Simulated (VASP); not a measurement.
MnSi:

```
Mn Si
1.0
     2.98743    0.00000    0.00000
     0.00000    2.98743    0.00000
     0.00000    0.00000    2.98743
Mn Si
1 1
Cartesian
  1.4937 1.4937 1.4937
  0.0000 0.0000 0.0000
```

| Property | Result |
| --- | --- |
| Program | VASP 6.6.1 |
| Task | relaxation of cell and atoms |
| Functional | PBEsol-based screened hybrid with 25 % exact exchange |
| Potentials or basis | VASP PAW PBE potentials, release 64 (Mn_pv, Si) |
| Cutoff | 600 eV |
| k mesh | 5 × 5 × 5 |
| Occupations | fermi-dirac, width 0.05 eV |
| Spin | collinear spin, ferromagnetic start |
| Starting moments | [4.0, 0.0] μB |

At the start: pressure 4.7 GPa; volume 13.33 Å³/atom.

Task: How do energy, volume and symmetry change on relaxing?

Result: Over 3 steps the energy falls by 6.8 meV/atom and the volume is 13.81 Å³/atom (+3.6 %); space group Pm-3m (No. 221, to 0.1 Å) before and after; moment 3.43 μB per cell.

Step by step:
| step | energy change (eV) | largest force (eV/Å) | pressure (GPa) | volume (Å³) |
| --- | --- | --- | --- | --- |
| 1 | 0.0000 | 0.0000 | 4.74 | 26.66 |
| 2 | -0.0092 | 0.0000 | -2.31 | 28.21 |
| 3 | -0.0137 | 0.0000 | 0.01 | 27.62 |

Final structure:
```
Mn Si
1.0
     3.02294    0.00000    0.00000
     0.00000    3.02294    0.00000
     0.00000    0.00000    3.02294
Mn Si
1 1
Direct
  0.50000 0.50000 0.50000
  0.00000 0.00000 0.00000
```

Caveat: the k points lie up to 0.42 Å⁻¹ apart in the final cell; the PAW data sets were made with another functional, which shifts forces and pressure a little.
